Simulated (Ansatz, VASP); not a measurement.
**One calculation of Sr, two programs**

```
CELL_PARAMETERS angstrom
-2.33687 2.33687 2.33687
2.33687 -2.33687 2.33687
2.33687 2.33687 -2.33687
ATOMIC_POSITIONS crystal
Sr 0.00000 0.00000 0.00000
```

Alike in both runs: functional PBEsol; k mesh 12 × 12 × 12; occupations gaussian, width 0.1 eV; no spin polarisation.

Ansatz relaxed the structure, and its values are those at the end. VASP's run is a single point on that final structure, the one shown.

|  | VASP | Ansatz |
| --- | --- | --- |
| version | VASP 6.6.1 | Ansatz 0.2.0 |
| potentials or method | VASP PAW PBE potentials, release 64 (Sr_sv), cutoff 520 eV | scalar-relativistic, plane waves, PAW |
| valence electrons in the cell | 10 | 10 |

|  | VASP | Ansatz | Ansatz less VASP |
| --- | --- | --- | --- |
| gap on the k mesh at the Fermi level (eV) | none | none | - |
| pressure (GPa) | 0.0 | 0.0 | -0.01 |

VASP's potentials were made for PBE, not for PBEsol. A gap of «none» marks a metal or a gap that the smearing closes. With one functional, cell and mesh, what is left measures potentials, basis and numerics.
